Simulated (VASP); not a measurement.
# CrN2: single point with PBEsol

Crystal: CrN2.

```
CELL_PARAMETERS angstrom
3.78836 0.00000 0.00000
0.00000 4.60364 0.00000
0.00000 0.00000 2.61671
ATOMIC_POSITIONS crystal
Cr 0.00000 0.00000 0.00000
Cr 0.50000 0.50000 0.50000
N 0.86385 0.59180 0.00000
N 0.13615 0.40820 0.00000
N 0.36385 0.90820 0.50000
N 0.63615 0.09180 0.50000
```

```json
{
 "Program": "VASP 6.6.1",
 "Task": "single point",
 "Functional": "PBEsol",
 "Potentials or basis": "VASP PAW PBE potentials, release 64 (Cr_pv, N)",
 "Cutoff": "520 eV",
 "k mesh": "7 × 6 × 10",
 "Occupations": "fermi-dirac, width 0.05 eV",
 "Spin": "collinear spin, ferromagnetic start",
 "Starting moments": "[3.0, 3.0, 0.0, 0.0, 0.0, 0.0] μB"
}
```

```yaml
Pressure: 30.5 GPa
Largest_force: 0.082 eV/Å
Net_moment: 4.08 μB per cell
Site_moments: Cr +2.02; N -0.04 μB
Valence_electrons_inside_the_program's_atomic_spheres: Cr 11.24; N 3.83
```

Forces in eV/Å, atoms in the order of the input:
```
Cr   0.000  0.000  0.000
Cr   0.000  0.000  0.000
N   -0.062  0.053  0.000
N    0.062 -0.053  0.000
N   -0.062 -0.053  0.000
N    0.062  0.053  0.000
```

Stress tensor (GPa, compression positive):
```
30.95  0.00  0.00
 0.00 30.54  0.00
 0.00  0.00 30.13
```

Levels at points of the mesh, in eV from the Fermi level:
Spin up:
```csv
k point,band 22,band 23,band 24,band 25,band 26,band 27
"(0.00, 0.00, 0.00)",-1.10,-0.80,-0.60,-0.46,-0.20,3.98
"(0.00, 0.50, 0.00)",-1.06,0.08,0.08,0.31,0.31,3.54
"(0.00, 0.00, 0.50)",-1.06,0.38,0.38,1.30,1.30,3.56
"(0.00, 0.50, 0.50)",-1.20,-0.17,-0.17,1.32,1.32,2.90
```
Spin down:
```tsv
k point	band 18	band 19	band 20	band 21	band 22	band 23
(0.00, 0.00, 0.00)	-2.99	-1.94	-1.88	0.12	0.19	1.08
(0.00, 0.50, 0.00)	-2.81	-1.71	-1.71	0.71	0.71	1.79
(0.00, 0.00, 0.50)	-2.16	-1.94	-1.94	1.31	1.31	1.58
(0.00, 0.50, 0.50)	-1.51	-0.07	-0.07	0.55	0.55	1.17
```

Wall time 7.1 min on 1 thread of Oxide Virtual Turin-like Processor, on a shared host, peak memory 0.28 GiB.

Caveat: the cell stands under pressure; the PAW data sets were made with another functional, which shifts forces and pressure a little; the run started ferromagnetic, and an antiferromagnetic order may lie lower in energy. With open d or f shells a metallic result of PBEsol can be an artefact of self-interaction; +U or a hybrid may open a gap.
